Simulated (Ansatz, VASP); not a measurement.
# Two plane-wave programs on C

Contents of INCAR:

```
SYSTEM = C
PREC = Accurate
ENCUT = 600
EDIFF = 1E-7
ISMEAR = 0
SIGMA = 0.02
LREAL = .FALSE.
LASPH = .TRUE.
NELM = 100
ALGO = Normal
ISIF = 3
LWAVE = .FALSE.
LCHARG = .FALSE.
GGA = PE
IBRION = 2
NSW = 100
EDIFFG = -0.005
```

Contents of KPOINTS:

```
regular mesh
0
G
  12 12 6
  0 0 0
```

Contents of POSCAR:

```
C
1.0
    2.1360055124     -1.2332322756     -0.0083048606
    2.1360055124      1.2332322756     -0.0083048606
   -1.3983746777      0.0000000000      4.2884832222
C
2
Direct
    0.8333348324      0.8333348324      0.0000045101
    0.1666651676      0.1666651676      0.9999954899
```

Input for Ansatz:

```yaml
crystal:
  lattice:
    - [2.136005516, -1.2332322805, -0.0083060696]
    - [2.136005516, 1.2332322805, -0.0083060696]
    - [-1.3983766708, 0.0, 4.288484377]
  atoms:
    - { symbol: C, position: [0.8333348331, 0.8333348331, 4.5115e-06] }
    - { symbol: C, position: [0.1666651669, 0.1666651669, 0.9999954885] }
basis:
  ecutwfc: 420
kpoints:
  mp_grid: { grid: [12, 12, 6] }
hamiltonian:
  xc: pbe
  pseudopotentials: { kind: paw, azcp: { folder: soft_1 } }
scf:
  occupations: { method: gaussian, width: 0.02 }
output:
  forces: true
  stress: true
  eigenvalues: true
relax:
  adjacent_minimum: "off"
  f_tol: 0.005
  max_steps: 80
  cell: { stress_tol: 0.05 }
```

Alike in both runs: task relaxation of cell and atoms; functional PBE; k mesh 12 × 12 × 6; occupations gaussian, width 0.02 eV; no spin polarisation.

|  | VASP | Ansatz |
| --- | --- | --- |
| version | VASP 6.6.1 | Ansatz 0.2.0 |
| potentials or method | VASP PAW PBE potentials, release 64 (C), cutoff 600 eV | scalar-relativistic, plane waves, PAW |
| valence electrons in the cell | 8 | 8 |

|  | VASP | Ansatz | Ansatz less VASP |
| --- | --- | --- | --- |
| gap on the k mesh at the Fermi level, each at its own relaxed structure (eV) | 0.25 | 0.14 | -0.113 |
| relaxed volume (Å³/atom) | 10.28 | 11.16 | +0.879 |
| relaxed cell length with the largest relative difference (Å) | 4.151 | 4.467 | +0.3152 |

One of these differences is far larger than is usual between the two programs; its cause wasn't traced.
